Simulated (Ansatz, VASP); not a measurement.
## Hg2Pd: VASP beside Ansatz

```xyz
6
Lattice="6.9739 0.0000 0.0000 0.0000 7.0942 0.0000 0.0000 0.0000 3.1988" Properties=species:S:1:pos:R:3 pbc="T T T"
Hg    1.5753    5.4575    1.5994
Hg    5.0623    5.1837    0.0000
Hg    5.3986    1.6366    1.5994
Hg    1.9116    1.9105    0.0000
Pd    3.4870    3.5471    1.5994
Pd    0.0000    0.0000    0.0000
```

Alike in both runs: functional PBE; k mesh 4 × 4 × 4; occupations gaussian, width 0.1 eV; no spin polarisation.

Ansatz relaxed the structure, and its values are those at the end. VASP's run is a single point on that final structure, the one shown.

|  | VASP | Ansatz |
| --- | --- | --- |
| version | VASP 6.6.1 | Ansatz 0.2.0 |
| potentials or method | VASP PAW PBE potentials, release 64 (Hg, Pd), cutoff 520 eV | scalar-relativistic, plane waves, PAW |
| valence electrons in the cell | 68 | 116 |

VASP gave:

* gap on the k mesh at the Fermi level (eV): none
* pressure (GPa): 0.3
* rms of the force components (eV/Å): 0.008

Q: Estimate Ansatz's values.

A: gap on the k mesh at the Fermi level (eV): none; pressure (GPa): -0.1; rms of the force components (eV/Å): 0.005.

A gap of «none» marks a metal or a gap that the smearing closes. VASP's potentials hold 68 valence electrons a cell and Ansatz's 116, so a difference there can come from the potentials and not from the codes.

The k mesh is coarse, so the values compare programs but aren't converged. Spin-orbit coupling is off throughout.
